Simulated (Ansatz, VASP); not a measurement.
## One calculation of Zr4Ag, two programs

The input INCAR:

```
PREC = Accurate
ENCUT = 600
EDIFF = 1E-6
ISMEAR = 0
SIGMA = 0.2
LREAL = F
LASPH = T
NELM = 60
ALGO = Fast
ISIF = 3
LWAVE = F
LCHARG = F
GGA = PE
IBRION = 2
NSW = 36
EDIFFG = -0.08
```

Contents of KPOINTS:

```
Automatic mesh
0
Gamma
  4 4 4
```

File POSCAR:

```
Zr4Ag
1.0
    0.0000000000      3.6046660500      3.6046660500
    3.6046660500      0.0000000000      3.6046660500
    3.6046660500      3.6046660500      0.0000000000
Zr Ag
4 1
Direct
    0.1200264500      0.1200264500      0.1200264500
    0.1200264500      0.1200264500      0.6399206500
    0.1200264500      0.6399206500      0.1200264500
    0.6399206500      0.1200264500      0.1200264500
    0.5000000000      0.5000000000      0.5000000000
```

Input for Ansatz:

```yaml
crystal:
  lattice:
    - [0.0, 3.60466605, 3.60466605]
    - [3.60466605, 0.0, 3.60466605]
    - [3.60466605, 3.60466605, 0.0]
  atoms:
    - { symbol: Zr, position: [0.12002645, 0.12002645, 0.12002645] }
    - { symbol: Zr, position: [0.12002645, 0.12002645, 0.63992065] }
    - { symbol: Zr, position: [0.12002645, 0.63992065, 0.12002645] }
    - { symbol: Zr, position: [0.63992065, 0.12002645, 0.12002645] }
    - { symbol: Ag, position: [0.5, 0.5, 0.5] }
basis:
  ecutwfc: 420
kpoints:
  mp_grid: { grid: [4, 4, 4] }
hamiltonian:
  xc: pbe
scf:
  occupations: { method: gaussian, width: 0.2 }
  lower_state_search: "off"
output:
  forces: true
  stress: true
  eigenvalues: true
relax:
  adjacent_minimum: "off"
  f_tol: 0.08
  max_steps: 16
  cell: { stress_tol: 0.8 }
```

Alike in both runs: task relaxation of cell and atoms; functional PBE; k mesh 4 × 4 × 4; occupations gaussian, width 0.2 eV; no spin polarisation.

|  | VASP | Ansatz |
| --- | --- | --- |
| version | VASP 6.6.1 | Ansatz 0.2.0 |
| potentials or method | VASP PAW PBE potentials, release 64 (Zr_sv, Ag), cutoff 600 eV | scalar-relativistic, plane waves, PAW |
| valence electrons in the cell | 59 | 67 |

```tsv
	VASP	Ansatz	Ansatz less VASP
gap on the k mesh at the Fermi level, each at its own relaxed structure (eV)	none	none	-
relaxed volume (Å³/atom)	26.99	26.67	-0.320
relaxed cell length with the largest relative difference (Å)	5.757	5.735	-0.0228
```

A gap of «none» marks a metal or a gap that the smearing closes. VASP's potentials hold 59 valence electrons a cell and Ansatz's 67, so a difference there can come from the potentials and not from the codes.

The k mesh is coarse, so the values compare programs but aren't converged. Noted on VASP's run: the volume moved by over 15 % at a fixed basis, so the end points are rough.
